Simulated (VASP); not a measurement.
# TaRu (Pm-3m) in VASP: a series of runs, part 2 of 2

VASP 6.6.1. Earlier steps stand in the parts before.

### Step 3. Electric field gradients, LDA (volume scaled by 0.96)

File INCAR:

```
SYSTEM = TaRu
ALGO = Normal ; EDIFF = 1E-8
ENCUT = 520 ; GGA = CA
ISIF = 2 ; ISMEAR = -1
LASPH = .True. ; LCHARG = .False.
LEFG = .True. ; LREAL = .False.
LWAVE = .False. ; NBANDS = 20
NELM = 60 ; PREC = Accurate
SIGMA = 0.03
```

File KPOINTS:

```
k-points
0
Gamma
  13 13 13
  0 0 0
```

File POSCAR:

```
TaRu
1.0
    3.1439271524      0.0000000000      0.0000000000
    0.0000000000      3.1439271524      0.0000000000
    0.0000000000      0.0000000000      3.1439271524
Ta Ru
1 1
Direct
    0.5000000000      0.5000000000      0.5000000000
    0.0000000000      0.0000000000      0.0000000000
```

Potentials or basis: VASP PAW LDA potentials, release 64 (Ta_pv, Ru_pv).

Started as:

```
cat potpaw_LDA.64/Ta_pv/POTCAR potpaw_LDA.64/Ru_pv/POTCAR > POTCAR
mpirun -np 1 vasp_std > vasp.out
```

OUTCAR:

```text
SYSTEM = TaRu
   EDIFF = 1E-8
   ENCUT = 520
   GGA = CA
   ISIF = 2
   ISMEAR = -1
   LASPH = .True.
   LREAL = .False.
   NELM = 60
   PREC = Accurate

 ion  position               nearest neighbor table
   1  0.500  0.500  0.500-   2 2.72   2 2.72   2 2.72   2 2.72   2 2.72   2 2.72   2 2.72   2 2.72

   2  0.000  0.000  0.000-   1 2.72   1 2.72   1 2.72   1 2.72   1 2.72   1 2.72   1 2.72   1 2.72

  LATTYP: Found a simple cubic cell.
 ALAT       =     3.1439271524

  Lattice vectors:

 A1 = (   3.1439271524,   0.0000000000,   0.0000000000)
 A2 = (   0.0000000000,   3.1439271524,   0.0000000000)
 A3 = (   0.0000000000,   0.0000000000,   3.1439271524)

Analysis of symmetry for initial positions (statically):
=====================================================================
 Subroutine PRICEL returns:
 Original cell was already a primitive cell.

 Routine SETGRP: Setting up the symmetry group for a
 simple cubic supercell.

 Subroutine GETGRP returns: Found 48 space group operations
 (whereof 48 operations were pure point group operations)
 out of a pool of 48 trial point group operations.

The static configuration has the point symmetry O_h .

Analysis of symmetry for dynamics (positions and initial velocities):
=====================================================================
 Subroutine PRICEL returns:
 Original cell was already a primitive cell.

 Routine SETGRP: Setting up the symmetry group for a
 simple cubic supercell.

 Subroutine GETGRP returns: Found 48 space group operations
 (whereof 48 operations were pure point group operations)
 out of a pool of 48 trial point group operations.

The dynamic configuration has the point symmetry O_h .

 Subroutine INISYM returns: Found 48 space group operations
 (whereof 48 operations are pure point group operations),
 and found     1 'primitive' translations

----------------------------------------------------------------------------------------

                                     Primitive cell

  volume of cell :      31.0754

  direct lattice vectors                    reciprocal lattice vectors
     3.143927152  0.000000000  0.000000000     0.318073528  0.000000000  0.000000000
     0.000000000  3.143927152  0.000000000     0.000000000  0.318073528  0.000000000
     0.000000000  0.000000000  3.143927152     0.000000000  0.000000000  0.318073528

  length of vectors
     3.143927152  3.143927152  3.143927152     0.318073528  0.318073528  0.318073528

  position of ions in fractional coordinates (direct lattice)
     0.500000000  0.500000000  0.500000000
     0.000000000  0.000000000  0.000000000

  ion indices of the primitive-cell ions
   primitive index   ion index
                 1           1
                 2           2

----------------------------------------------------------------------------------------

 KPOINTS: k-points

Automatic generation of k-mesh.
 Grid dimensions read from file:
 generate k-points for:   13   13   13

 Generating k-lattice:

[... 62 lines left out ...]
   LREAL  =      F    real-space projection
   EDIFFG = 0.1E-06   stopping-criterion for IOM
   NSW    =      0    number of steps for IOM
   IBRION =     -1    ionic relax: 0-MD 1-quasi-New 2-CG
   NFREE  =      0    steps in history (QN), initial steepest desc. (CG)
   ISIF   =      2    stress and relaxation
   ISYM   =      2    0-nonsym 1-usesym 2-fastsym
   POTIM  = 0.5000    time-step for ionic-motion
   TEBEG  =    0.0;   TEEND  =   0.0 temperature during run
   PSTRESS=    0.0 pullay stress
   NELECT =      25.0000    total number of electrons
   NUPDOWN=      -1.0000    fix difference up-down
   EMIN   =  10.00;   EMAX   =-10.00  energy-range for DOS
   EFERMI =   0.00;   METHOD = LEGACY
   ISMEAR =    -1;   SIGMA  =   0.03  broadening in eV -4-tet -1-fermi 0-gaus
   EFERMI_NEDOS =   21; number of points for ismear=-14 and -15
   IALGO  =     38    algorithm
   IMIX   =      4    mixing-type and parameters
     AMIX     =   0.40;   BMIX     =  1.00
     AMIX_MAG =   1.60;   BMIX_MAG =  1.00
  volume/ion in A,a.u.               =      15.54       104.85
  Fermi-wavevector in a.u.,A,eV,Ry     =   1.522588  2.877274 31.542029  2.318274
  Thomas-Fermi vector in A             =   2.631147
   LORBIT       =      0    0 simple, 1 ext, 2 COOP (PROOUT), +10 PAW based schemes
   GGA     = CA    functional components
   LHFCALC =     F    Hartree Fock is set to
   AEXX    =    0.0000 exact exchange contribution
   IVDW    =     0    specifies the selected vdW correction
   LEPSILON=     F    determine dielectric tensor
   LRPA    =     F    only Hartree local field effects (RPA)
 non-spin polarized calculation
  energy-cutoff  :      520.00
  volume of cell :       31.08
 maximum number of plane-waves:       859
 NGX is ok and might be reduce to    24
   NGX = 11   NGY = 11   NGZ = 11

 number of electron      24.9999991 magnetization

 Free energy of the ion-electron system (eV)
  ---------------------------------------------------
  ext. energy  EPLUGINS =         0.00000000
  ---------------------------------------------------
  free energy    TOTEN  =       -23.99279747 eV

  energy without entropy =      -23.98367585  energy(sigma->0) =      -23.98823666

 E-fermi :   9.7094     XC(G=0): -13.5780

 val. band max:        9.7043188802   @ k =   0.4615   0.1538   0.0769
 cond. band min:       9.7275056674   @ k =   0.3846   0.3077   0.0769
 fundamental gap:      0.0231867872
 Fermi energy:         9.7094293286

 k-point     1 :       0.0000    0.0000    0.0000
  band No.  band energies     occupation
      1     -33.3317      2.00000
      2     -33.3317      2.00000
      3     -33.3317      2.00000
      4     -25.0783      2.00000
      5     -25.0783      2.00000
      6     -25.0783      2.00000
[... 541 lines left out ...]
     19      19.6313      0.00000
     20      19.9443      0.00000

 [... further k-points ...]
[... 5 lines left out ...]
  --------------------------------------------------------------------------------------
  -------------------------------------------------------------------------------------
  Total       -1.1299676     -1.1299676     -1.1299676     -0.0000000     -0.0000000     -0.0000000
  in kB      -58.2584786    -58.2584786    -58.2584786     -0.0000000     -0.0000000     -0.0000000
  external PRESSURE =     -58.2584786 kB  Pullay stress =       0.0000000 kB

 VOLUME and BASIS-vectors are now :
 -----------------------------------------------------------------------------
  energy-cutoff  :      520.00
  volume of cell :       31.08
      direct lattice vectors                 reciprocal lattice vectors
     3.143927152  0.000000000  0.000000000     0.318073528  0.000000000  0.000000000
     0.000000000  3.143927152  0.000000000     0.000000000  0.318073528  0.000000000
     0.000000000  0.000000000  3.143927152     0.000000000  0.000000000  0.318073528

 POSITION                                       TOTAL-FORCE (eV/Angst)
 -----------------------------------------------------------------------------------
      1.57196      1.57196      1.57196         0.000000      0.000000      0.000000
      0.00000      0.00000      0.00000         0.000000      0.000000      0.000000
 -----------------------------------------------------------------------------------
    total drift:                                0.000000      0.000000     -0.000000

  FREE ENERGIE OF THE ION-ELECTRON SYSTEM (eV)
  ---------------------------------------------------
  free  energy   TOTEN  =       -23.9927974739 eV

  energy  without entropy=      -23.9836758522  energy(sigma->0) =      -23.98823666

 Electric field gradients (V/A^2)
---------------------------------------------------------------------
 ion       V_xx      V_yy      V_zz      V_xy      V_xz      V_yz
---------------------------------------------------------------------
   1       0.000    -0.000    -0.000     0.000     0.000    -0.000
   2       0.000     0.000    -0.000    -0.000    -0.000    -0.000
---------------------------------------------------------------------

 Electric field gradients after diagonalization (V/A^2)
 (convention: |V_zz| > |V_xx| > |V_yy|)
----------------------------------------------------------------------
 ion       V_xx      V_yy      V_zz     asymmetry (V_yy - V_xx)/ V_zz
----------------------------------------------------------------------
   1       0.000    -0.000    -0.000       0.704
   2       0.000    -0.000     0.000      -0.425
----------------------------------------------------------------------

           NMR quadrupolar parameters

 Cq : quadrupolar parameter    Cq=e*Q*V_zz/h
 eta: asymmetry parameters     (V_yy - V_xx)/ V_zz
 Q  : nuclear electric quadrupole moment in mb (millibarn)
----------------------------------------------------------------------
 ion       Cq(MHz)       eta       Q (mb)
----------------------------------------------------------------------
   1      -0.000       0.704       1.000
   2       0.000      -0.425       1.000
----------------------------------------------------------------------
```

OSZICAR:

```text
N       E                     dE             d eps       ncg     rms          rms(c)
DAV:   1     0.227325117957E+03    0.22733E+03   -0.14073E+04  3360   0.129E+03
DAV:   2    -0.196839708725E+02   -0.24701E+03   -0.24185E+03  3740   0.399E+02
DAV:   3    -0.251677181153E+02   -0.54837E+01   -0.54339E+01  3968   0.607E+01
DAV:   4    -0.252066455243E+02   -0.38927E-01   -0.38860E-01  3980   0.520E+00
DAV:   5    -0.252072131756E+02   -0.56765E-03   -0.56736E-03  4040   0.562E-01    0.187E+01
DAV:   6    -0.242521809914E+02    0.95503E+00   -0.17388E+00  3844   0.112E+01    0.755E+00
DAV:   7    -0.242366413305E+02    0.15540E-01   -0.21097E+00  3716   0.750E+00    0.476E+00
DAV:   8    -0.239983841423E+02    0.23826E+00   -0.12095E+00  3664   0.613E+00    0.611E-01
DAV:   9    -0.239930781840E+02    0.53060E-02   -0.14513E-02  3908   0.101E+00    0.192E-01
DAV:  10    -0.239927961946E+02    0.28199E-03   -0.43760E-04  4264   0.161E-01    0.553E-02
DAV:  11    -0.239927995833E+02   -0.33888E-05   -0.25508E-05  3812   0.321E-02    0.215E-02
DAV:  12    -0.239927974549E+02    0.21285E-05   -0.90717E-06  3856   0.188E-02    0.175E-03
DAV:  13    -0.239927974742E+02   -0.19339E-07   -0.13930E-07  3964   0.258E-03    0.520E-04
DAV:  14    -0.239927974739E+02    0.33788E-09   -0.38641E-09  2504   0.542E-04
   1 F= -.23992797E+02 E0= -.23988237E+02  d E =-.912162E-02
```

Wall time 69 s (1 thread of AMD EPYC 7R13, shared host); peak memory 0.14 GiB.

What came out:

```
Free energy : -23.9928 eV
Pressure    : -5.8 GPa
```

Levels at points of the mesh, in eV from the Fermi level:
```
           k point  band 9  band 10  band 11  band 12  band 13  band 14  band 15  band 16
(0.00, 0.00, 0.00)   -6.16    -2.48    -2.48    -2.48     0.99     0.99     4.18     4.18
```

Caveat: without QUAD_EFG the Cq values of the log hold for a quadrupole moment of 1 mb, not for the nuclei; spin-orbit coupling is left out, which moves the levels of the heavy elements.
